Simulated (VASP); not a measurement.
A run of VASP 6.6.1 is set up as follows.

The input INCAR:

```
SYSTEM = Na4Li7S2Cl7
PREC = Accurate ; ENCUT = 520
EDIFF = 1E-6 ; ISMEAR = -1
SIGMA = 0.062 ; LREAL = Auto
LASPH = .True. ; NELM = 100
ALGO = Normal ; ISIF = 2
LWAVE = .False. ; LCHARG = .False.
GGA = PE ; IVDW = 12
NBANDS = 71 ; ISYM = 0
```

KPOINTS

```
Automatic mesh
0
Gamma
  1 1 1
  0.25 0.25 0.25
```

POSCAR

```
Na4Li7S2Cl7
1.0
    7.4728680000      0.0415700000     -0.1084870000
    0.0415700000      7.3694800000     -0.0643420000
   -0.1084870000     -0.0643420000      7.5562280000
Na S Li Cl
4 2 7 7
Direct
    0.7432208676      0.4225242431      0.4758890093
    0.9044528924      0.8353086466      0.4292759310
    0.4462266952      0.7831177411      0.8449251607
    0.8945539639      0.0556137436     -0.0869730538
    0.5542645060      0.5999554615      0.1682656780
    0.1087249379      0.3967393482      0.1071055883
    1.1101883683      0.1925735601      0.3451327267
    0.4606937560      0.8657788392      0.2468042555
    0.2710324656      0.6148400193      0.3047161276
    0.8335990408      0.5398024631      0.0260509118
    0.3867454004      0.3008164013      0.0243924584
    0.1340689286      0.4693266309      0.8172805466
    0.4293118929      0.1847020507      0.5544366658
    0.8765894107      0.6436589574      0.7423088425
    0.5473782596      0.0969586227      0.8502866691
   -0.0046416152      0.2321436116      0.6329885797
    0.6469485044      0.1022991239      0.2762114421
    0.1267808304      0.9309810371      0.1279166343
    0.3901780919      0.4757886517      0.6103580310
    0.2728434747      0.8993392547      0.5301630994
```

Potentials or basis: VASP PAW PBE potentials, release 64 (Na_pv, S, Li_sv, Cl).

The run is started by

```console
$ cat potpaw_PBE.64/Na_pv/POTCAR potpaw_PBE.64/S/POTCAR potpaw_PBE.64/Li_sv/POTCAR potpaw_PBE.64/Cl/POTCAR > POTCAR
$ mpirun -np 1 vasp_std > vasp.out
```

Task: Predict the band gap on the k mesh.

Result: 3.71 eV.

Task: Estimate the largest force.

Result: 0.961 eV/Å.

Task: Predict the dispersion energy per atom.

Result: -0.204 eV.

Forces on the atoms (eV/Å):
```
Na  -0.390  0.067 -0.375
Na  -0.105  0.280 -0.145
Na  -0.156 -0.791  0.036
Na  -0.092  0.147  0.074
S    0.678 -0.560 -0.341
S   -0.423  0.233  0.597
Li  -0.137 -0.145 -0.369
Li  -0.192  0.914  0.224
Li  -0.022 -0.475 -0.145
Li  -0.227  0.000  0.299
Li   0.598  0.178  0.438
Li  -0.182 -0.073 -0.491
Li   0.243 -0.760  0.262
Cl  -0.178  0.756 -0.198
Cl   0.143  0.755 -0.404
Cl   0.058 -0.326 -0.363
Cl   0.047  0.202  0.768
Cl   0.340 -0.552  0.281
Cl  -0.175  0.150  0.159
Cl   0.172  0.000 -0.308
```

Caveat: the k points lie up to 0.85 Å⁻¹ apart.
